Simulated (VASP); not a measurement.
Wanted: the native input for a VASP 6.6.1 run.

```
Task                   : single point
Functional             : PBE
Potentials or basis    : VASP PAW PBE potentials, release 64 (Nb_sv, Sn_d, Se)
Cutoff                 : 500 eV
k mesh                 : 2 × 3 × 2
Occupations            : gaussian, width 0.15 eV
Spin                   : no spin polarisation
Dipole correction      : no
Further INCAR settings : ALGO = Normal; EDIFF = 1e-06; NBANDS = 34
```

The structure of NbSnSe4 lies in POSCAR:

```
NbSnSe4
1.0
    6.7753889893      0.0000000000      0.0062637429
    0.0000000000      3.8291214768      0.0000000000
    0.0063230212      0.0000000000      6.4603027279
Nb Sn Se
1 1 4
Direct
    0.0000000000      0.0000000000      0.0000000000
    0.5000000000      0.5000000000      0.0000000000
    0.6954251781      0.0000000000      0.7621766567
    0.3045748219      0.0000000000      0.2378233433
    0.1554977004      0.5000000000      0.7668309928
    0.8445022996      0.5000000000      0.2331690072
```

The input as run:

INCAR

```
PREC = Accurate ; ENCUT = 500
EDIFF = 1E-6 ; ISMEAR = 0
SIGMA = 0.15 ; LREAL = F
LASPH = T ; NELM = 120
ALGO = Normal ; ISIF = 2
LWAVE = F ; LCHARG = F
GGA = PE ; NBANDS = 34
GGA_COMPAT = F
```

KPOINTS

```
Automatic mesh
0
Gamma
  2 3 2
```

Potentials or basis: VASP PAW PBE potentials, release 64 (Nb_sv, Sn_d, Se).

The run is started by

```console
$ cat potpaw_PBE.64/Nb_sv/POTCAR potpaw_PBE.64/Sn_d/POTCAR potpaw_PBE.64/Se/POTCAR > POTCAR
$ mpirun -np 1 vasp_std > vasp.out
```

Results of the run:

- Pressure: -0.1 GPa
- Largest force: 0.051 eV/Å

Caveat: the k points lie up to 0.55 Å⁻¹ apart; this functional lacks dispersion, which binds the layers, so the pressure and a relaxed spacing across them are unreliable.

Wall time 55 s on 1 thread of Intel Xeon 6975P-C, on a shared host, peak memory 0.26 GiB.
